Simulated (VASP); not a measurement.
## CaS: single point with PBEsol

The system is CaS.

```
Ca S
1.0
     0.00000    2.96568    2.96568
     2.96568    0.00000    2.96568
     2.96568    2.96568    0.00000
Ca S
1 1
Direct
  0.00000 0.00000 0.00000
  0.50000 0.50000 0.50000
```

This cell differs from its parent crystal: Ba replaced by Ca, lengths x 0.927, strained.

* Program: VASP 6.6.1
* Task: single point
* Functional: PBEsol
* Potentials or basis: VASP PAW PBE potentials, release 64 (Ca_sv, S)
* Cutoff: 500 eV
* k mesh: 8 × 8 × 8
* Occupations: gaussian, width 0.02 eV
* Spin: no spin polarisation
* Dipole correction: no
* Further INCAR settings: ALGO = Normal; EDIFF = 1e-06; NBANDS = 15

```
Pressure               : -6.8 GPa
Band gap on the k mesh : 2.47 eV, indirect (least direct gap 3.21 eV)
```

Levels at points of the mesh, in eV from the valence-band top:
| k point | band 5 | band 6 | band 7 | band 8 | band 9 | band 10 | band 11 | band 12 |
| --- | --- | --- | --- | --- | --- | --- | --- | --- |
| (0.00, 0.00, 0.00) | -10.96 | 0.00 | 0.00 | 0.00 | 3.27 | 4.08 | 4.08 | 4.08 |
| (0.50, 0.00, 0.00) | -10.36 | -2.75 | -0.95 | -0.95 | 4.80 | 5.60 | 5.77 | 5.77 |
| (0.50, 0.50, 0.00) | -10.45 | -2.07 | -0.73 | -0.73 | 2.47 | 5.29 | 5.32 | 6.18 |

Wall time 20 s on 1 thread of Intel(R) Xeon(R) Platinum 8375C CPU @ 2.90GHz (Ice Lake), with other jobs on the host, peak memory 0.18 GiB.

Caveat: the cell differs from its parent crystal (Ba replaced by Ca, lengths x 0.927, strained); the PAW data sets were made with another functional, which shifts forces and pressure a little. A k mesh can miss the band edges.
